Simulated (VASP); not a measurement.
SrCl2, 3 atoms in the cell. The structure is hexagonal, space group P6/mmm (No. 191). Conventional cell: a = 4.390 Å, b = 4.390 Å, c = 4.829 Å, α = 90.00°, β = 90.00°, γ = 120.00°. Within 4.6 Å of Sr (site symmetry 6/mmm) lie 12 Cl at 3.50 Å and 6 Sr at 4.39 Å. Cl (site symmetry -6m2) has 3 Cl at 2.53 Å within 3.3 Å. 

| Quantity | Value |
| --- | --- |
| Program | VASP 6.6.1 |
| Task | relaxation of cell and atoms |
| Functional | PBE |
| Potentials or basis | VASP PAW PBE potentials, release 64 (Sr_sv, Cl) |
| Cutoff | 600 eV |
| k mesh | 6 × 6 × 5 |
| Occupations | gaussian, width 0.01 eV |
| Spin | no spin polarisation |
| Target pressure | 15 GPa |
| Dipole correction | no |
| Further INCAR settings | ALGO = Normal; EDIFF = 1e-07; IBRION = 2; EDIFFG = -0.01; NSW = 60; ISIF = 3 |

Potentials or basis: VASP PAW PBE potentials, release 64 (Sr_sv, Cl).

Launch:

```bash
$ cat potpaw_PBE.64/Sr_sv/POTCAR potpaw_PBE.64/Cl/POTCAR > POTCAR
$ mpirun -np 1 vasp_std > vasp.out
```

Hardware: 1 thread of Intel(R) Xeon(R) Platinum 8488C (Sapphire Rapids), with other jobs on the host.

Question: How long does it take, and how much memory?

Answer: It took 3.2 min on 1 thread of Intel(R) Xeon(R) Platinum 8488C (Sapphire Rapids), with other jobs on the host, peak memory 0.23 GiB. Counts: scf iterations 100, k points 21, ion steps 10.
